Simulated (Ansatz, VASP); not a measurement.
**NaF in VASP and in Ansatz**

INCAR

```
ALGO = Normal ; EDIFF = 1E-6
ENCUT = 520 ; GGA = PE
ISIF = 2 ; ISMEAR = 0
LASPH = True ; LCHARG = True
LELF = True ; LREAL = False
LVHAR = True ; LWAVE = False
NBANDS = 14 ; NELM = 100
PREC = Accurate ; SIGMA = 0.05
```

File KPOINTS:

```
k-points
0
Gamma
  8 8 8
```

File POSCAR:

```
NaF
1.0
    0.0000000000      2.3233000000      2.3465330000
    2.3233000000      0.0000000000      2.3465330000
    2.3233000000      2.3233000000      0.0000000000
Na F
1 1
Direct
    0.0000000000      0.0000000000      0.0000000000
    0.5000000000      0.5000000000      0.5000000000
```

Input for Ansatz:

```yaml
crystal:
  lattice:
    - [0.0, 2.3233, 2.346533]
    - [2.3233, 0.0, 2.346533]
    - [2.3233, 2.3233, 0.0]
  atoms:
    - { symbol: Na, position: [0.0, 0.0, 0.0] }
    - { symbol: F, position: [0.5, 0.5, 0.5] }
basis:
  ecutwfc: 420
kpoints:
  mp_grid: { grid: [8, 8, 8] }
hamiltonian:
  xc: pbe
scf:
  occupations: { method: gaussian, width: 0.05 }
output:
  forces: true
  stress: true
  eigenvalues: true
```

Change from the starting cell: strain +0.0100 x Voigt [0, 0, 1, 0, 0, 0], atoms carried along.

Alike in both runs: task single point; functional PBE; k mesh 8 × 8 × 8; occupations gaussian, width 0.05 eV; no spin polarisation.

```csv
,VASP,Ansatz
version,VASP 6.6.1,Ansatz 0.2.0
potentials or method,"VASP PAW PBE potentials, release 64 (Na_pv, F), cutoff 520 eV","scalar-relativistic, plane waves, PAW"
valence electrons in the cell,14,16
```

VASP gave:

```
gap on the k mesh at the Fermi level (eV)                     : 6.20
least direct gap on the mesh (eV)                             : 6.20
pressure (GPa)                                                : 1.1
traceless stress, the component that is largest in VASP (GPa) : -0.53
```

What did Ansatz give for the same quantities?

gap on the k mesh at the Fermi level (eV): 6.22; least direct gap on the mesh (eV): 6.22; pressure (GPa): 1.2; traceless stress, the component that is largest in VASP (GPa): -0.51.

VASP's potentials hold 14 valence electrons a cell and Ansatz's 16, so a difference there can come from the potentials and not from the codes.
